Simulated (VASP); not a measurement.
# CrO2 (P6_3/mmc) in VASP: single point with PBE

Aim: the single point of CrO2 with PBE.

Everything below comes from runs of VASP 6.6.1. Logs are shortened: lines on timing, memory, paths and dates and some standing lists are left out, and cuts for length are marked.

**1. The cell of the first run**

Symmetry: P6_3/mmc, No. 194, hexagonal system. The conventional cell has a = 2.620 Å, b = 2.620 Å, c = 11.565 Å, α = 90.00°, β = 90.00°, γ = 120.00°. Cr (site symmetry -6m2) has 6 O at 1.90 Å within 2.5 Å. O (site symmetry 3m) has 3 Cr at 1.90 Å and 1 O at 2.31 Å within 2.5 Å.

**2. Single point, PBE**

File INCAR:

```
PREC = Accurate ; ENCUT = 600
EDIFF = 1E-6 ; ISMEAR = 0
SIGMA = 0.1 ; LREAL = False
LASPH = True ; NELM = 120
ALGO = Normal ; ISIF = 2
LWAVE = False ; LCHARG = False
GGA = PE ; NBANDS = 35
GGA_COMPAT = False
```

File KPOINTS:

```
regular mesh
0
Gamma
  12 12 2
```

File POSCAR:

```
CrO2
1.0
    2.6200193721      0.0000000000      0.0000000000
   -1.3100096861      2.2690033346      0.0000000000
    0.0000000000      0.0000000000     11.5648404795
Cr O
2 4
Direct
    0.6666666667      0.3333333333      0.7500000000
    0.3333333333      0.6666666667      0.2500000000
    0.3333333333      0.6666666667      0.8499501608
    0.6666666667      0.3333333333      0.3499501608
    0.3333333333      0.6666666667      0.6500498392
    0.6666666667      0.3333333333      0.1500498392
```

Potentials or basis: VASP PAW PBE potentials, release 64 (Cr_sv, O).

The run is started by

```console
$ cat potpaw_PBE.64/Cr_sv/POTCAR potpaw_PBE.64/O/POTCAR > POTCAR
$ mpirun -np 1 vasp_std > vasp.out
```

OUTCAR:

```text
PREC = Accurate
   ENCUT = 600
   EDIFF = 1E-6
   ISMEAR = 0
   LREAL = False
   LASPH = True
   NELM = 120
   ISIF = 2
   GGA = PE

 ion  position               nearest neighbor table
   1  0.667  0.333  0.750-   3 1.90   5 1.90   3 1.90   5 1.90   3 1.90   5 1.90
   2  0.333  0.667  0.250-   4 1.90   6 1.90   4 1.90   6 1.90   4 1.90   6 1.90
   3  0.333  0.667  0.850-   1 1.90   1 1.90   1 1.90
   4  0.667  0.333  0.350-   2 1.90   2 1.90   2 1.90
   5  0.333  0.667  0.650-   1 1.90   1 1.90   1 1.90
   6  0.667  0.333  0.150-   2 1.90   2 1.90   2 1.90

  LATTYP: Found a hexagonal cell.
 ALAT       =     2.6200193721
 C/A-ratio  =     4.4140286147

  Lattice vectors:

 A1 = (   2.6200193721,   0.0000000000,   0.0000000000)
 A2 = (  -1.3100096861,   2.2690033346,   0.0000000000)
 A3 = (   0.0000000000,   0.0000000000,  11.5648404795)

Analysis of symmetry for initial positions (statically):
=====================================================================
 Subroutine PRICEL returns:
 Original cell was already a primitive cell.

 Routine SETGRP: Setting up the symmetry group for a
 hexagonal supercell.

 Subroutine GETGRP returns: Found 24 space group operations
 (whereof 12 operations were pure point group operations)
 out of a pool of 24 trial point group operations.

The static configuration has the point symmetry D_3d.
 The point group associated with its full space group is D_6h.

Analysis of symmetry for dynamics (positions and initial velocities):
=====================================================================
 Subroutine PRICEL returns:
 Original cell was already a primitive cell.

 Routine SETGRP: Setting up the symmetry group for a
 hexagonal supercell.

 Subroutine GETGRP returns: Found 24 space group operations
 (whereof 12 operations were pure point group operations)
 out of a pool of 24 trial point group operations.

The dynamic configuration has the point symmetry D_3d.
 The point group associated with its full space group is D_6h.

 Subroutine INISYM returns: Found 24 space group operations
 (whereof 12 operations are pure point group operations),
 and found     1 'primitive' translations

----------------------------------------------------------------------------------------

                                     Primitive cell

  volume of cell :      68.7510

  direct lattice vectors                    reciprocal lattice vectors
[... 97 lines left out ...]
   EDIFFG = 0.1E-04   stopping-criterion for IOM
   NSW    =      0    number of steps for IOM
   IBRION =     -1    ionic relax: 0-MD 1-quasi-New 2-CG
   NFREE  =      0    steps in history (QN), initial steepest desc. (CG)
   ISIF   =      2    stress and relaxation
   ISYM   =      2    0-nonsym 1-usesym 2-fastsym
   POTIM  = 0.5000    time-step for ionic-motion
   TEBEG  =    0.0;   TEEND  =   0.0 temperature during run
   PSTRESS=    0.0 pullay stress
   NELECT =      52.0000    total number of electrons
   NUPDOWN=      -1.0000    fix difference up-down
   EMIN   =  10.00;   EMAX   =-10.00  energy-range for DOS
   EFERMI =   0.00;   METHOD = LEGACY
   ISMEAR =     0;   SIGMA  =   0.10  broadening in eV -4-tet -1-fermi 0-gaus
   EFERMI_NEDOS =   21; number of points for ismear=-14 and -15
   IALGO  =     38    algorithm
   IMIX   =      4    mixing-type and parameters
     AMIX     =   0.40;   BMIX     =  1.00
     AMIX_MAG =   1.60;   BMIX_MAG =  1.00
  volume/ion in A,a.u.               =      11.46        77.33
  Fermi-wavevector in a.u.,A,eV,Ry     =   1.491590  2.818697 30.270803  2.224841
  Thomas-Fermi vector in A             =   2.604226
   LORBIT       =      0    0 simple, 1 ext, 2 COOP (PROOUT), +10 PAW based schemes
   GGA     = PE    functional components
   LHFCALC =     F    Hartree Fock is set to
   AEXX    =    0.0000 exact exchange contribution
   IVDW    =     0    specifies the selected vdW correction
   LEPSILON=     F    determine dielectric tensor
   LRPA    =     F    only Hartree local field effects (RPA)
 non-spin polarized calculation
 Gauss-broadening in eV      SIGMA  =   0.10
  energy-cutoff  :      600.00
  volume of cell :       68.75
 maximum number of plane-waves:      2324
 NGX is ok and might be reduce to    24
   NGX = 11   NGY = 11   NGZ = 47

 number of electron      51.9999998 magnetization

 Free energy of the ion-electron system (eV)
  ---------------------------------------------------
  ext. energy  EPLUGINS =         0.00000000
  ---------------------------------------------------
  free energy    TOTEN  =       -49.63887609 eV

  energy without entropy =      -49.63872508  energy(sigma->0) =      -49.63880058

 E-fermi :   4.6123     XC(G=0): -10.3253

 val. band max:        4.5030038166   @ k =   0.0000   0.0000   0.0000
 cond. band min:       4.7825640533   @ k =   0.3333   0.3333   0.5000
 fundamental gap:      0.2795602366
 Fermi energy:         4.6123495496

 k-point     1 :       0.0000    0.0000    0.0000
  band No.  band energies     occupation
      1     -68.6466      2.00000
      2     -68.6466      2.00000
      3     -39.9149      2.00000
      4     -39.9142      2.00000
      5     -39.7107      2.00000
      6     -39.7107      2.00000
[... 901 lines left out ...]
     34       7.2545      0.00000
     35      14.4491      0.00000

 [... further k-points ...]

------------------------ aborting loop because EDIFF is reached ----------------------------------------

  FORCE on cell =-STRESS in cart. coord.  units (eV):
  Direction    XX          YY          ZZ          XY          YZ          ZX
  --------------------------------------------------------------------------------------
  -------------------------------------------------------------------------------------
  Total       -0.3318991     -0.3318991     -0.3403793      0.0000000      0.0000000      0.0000000
  in kB       -7.7345922     -7.7345922     -7.9322145      0.0000000      0.0000000      0.0000000
  external PRESSURE =      -7.8004663 kB  Pullay stress =       0.0000000 kB

 VOLUME and BASIS-vectors are now :
 -----------------------------------------------------------------------------
  energy-cutoff  :      600.00
  volume of cell :       68.75
      direct lattice vectors                 reciprocal lattice vectors
     2.620019372  0.000000000  0.000000000     0.381676567  0.220361069  0.000000000
    -1.310009686  2.269003335  0.000000000     0.000000000  0.440722138  0.000000000
     0.000000000  0.000000000 11.564840480     0.000000000  0.000000000  0.086468983

 POSITION                                       TOTAL-FORCE (eV/Angst)
 -----------------------------------------------------------------------------------
      1.31001      0.75633      8.67363         0.000000      0.000000     -0.000000
     -0.00000      1.51267      2.89121         0.000000      0.000000     -0.000000
     -0.00000      1.51267      9.82954         0.000000     -0.000000      0.027933
      1.31001      0.75633      4.04712        -0.000000      0.000000      0.027933
     -0.00000      1.51267      7.51772         0.000000     -0.000000     -0.027933
      1.31001      0.75633      1.73530        -0.000000      0.000000     -0.027933
 -----------------------------------------------------------------------------------
    total drift:                               -0.000000      0.000000     -0.000000

  FREE ENERGIE OF THE ION-ELECTRON SYSTEM (eV)
  ---------------------------------------------------
  free  energy   TOTEN  =       -49.6388760882 eV

  energy  without entropy=      -49.6387250781  energy(sigma->0) =      -49.63880058
```

OSZICAR:

```text
N       E                     dE             d eps       ncg     rms          rms(c)
DAV:   1     0.899306454538E+03    0.89931E+03   -0.31795E+04  3599   0.438E+03
DAV:   2     0.254552072269E+02   -0.87385E+03   -0.84531E+03  3441   0.889E+02
DAV:   3    -0.571211054617E+02   -0.82576E+02   -0.80807E+02  3577   0.261E+02
DAV:   4    -0.635209703449E+02   -0.63999E+01   -0.63363E+01  4908   0.625E+01
DAV:   5    -0.648179555272E+02   -0.12970E+01   -0.12958E+01  4149   0.188E+01    0.413E+01
DAV:   6    -0.726733707411E+02   -0.78554E+01   -0.10743E+02  4744   0.179E+02    0.864E+01
DAV:   7    -0.493066415221E+02    0.23367E+02   -0.46667E+01  4989   0.131E+02    0.639E+00
DAV:   8    -0.495844081346E+02   -0.27777E+00   -0.46348E+00  3287   0.133E+01    0.315E+00
DAV:   9    -0.496329605086E+02   -0.48552E-01   -0.76888E-01  5134   0.640E+00    0.240E+00
DAV:  10    -0.496404606779E+02   -0.75002E-02   -0.93211E-02  5107   0.444E+00    0.550E-01
DAV:  11    -0.496427488287E+02   -0.22882E-02   -0.24866E-02  4824   0.332E+00    0.706E-01
DAV:  12    -0.496388117514E+02    0.39371E-02   -0.71054E-03  5037   0.173E+00    0.171E-01
DAV:  13    -0.496389172263E+02   -0.10547E-03   -0.53342E-04  4369   0.309E-01    0.127E-01
DAV:  14    -0.496388903951E+02    0.26831E-04   -0.85086E-05  4909   0.133E-01    0.104E-01
DAV:  15    -0.496388809341E+02    0.94610E-05   -0.10140E-05  4261   0.465E-02    0.842E-02
DAV:  16    -0.496388787413E+02    0.21928E-05   -0.23812E-06  2151   0.190E-02    0.461E-02
DAV:  17    -0.496388767626E+02    0.19787E-05   -0.21184E-06  2299   0.201E-02    0.302E-02
DAV:  18    -0.496388760882E+02    0.67439E-06   -0.94086E-07  1579   0.112E-02
   1 F= -.49638876E+02 E0= -.49638801E+02  d E =-.151010E-03
```

Run time: 72 s. Hardware: 1 thread of Intel Xeon 6975P-C (Granite Rapids), shared host; peak memory 0.27 GiB.

Results:

* Free energy: -49.6389 eV
* Pressure: -0.8 GPa
* Largest force: 0.028 eV/Å
* Band gap on the k mesh: 0.28 eV (least direct gap 1.53 eV)

Forces on the atoms (eV/Å):
```
Cr   0.000  0.000  0.000
Cr   0.000  0.000  0.000
O    0.000  0.000  0.028
O    0.000  0.000  0.028
O    0.000  0.000 -0.028
O    0.000  0.000 -0.028
```

A k mesh can miss the band edges. Spin polarisation is off, so any magnetic state and its effect on volume and gap are missing.
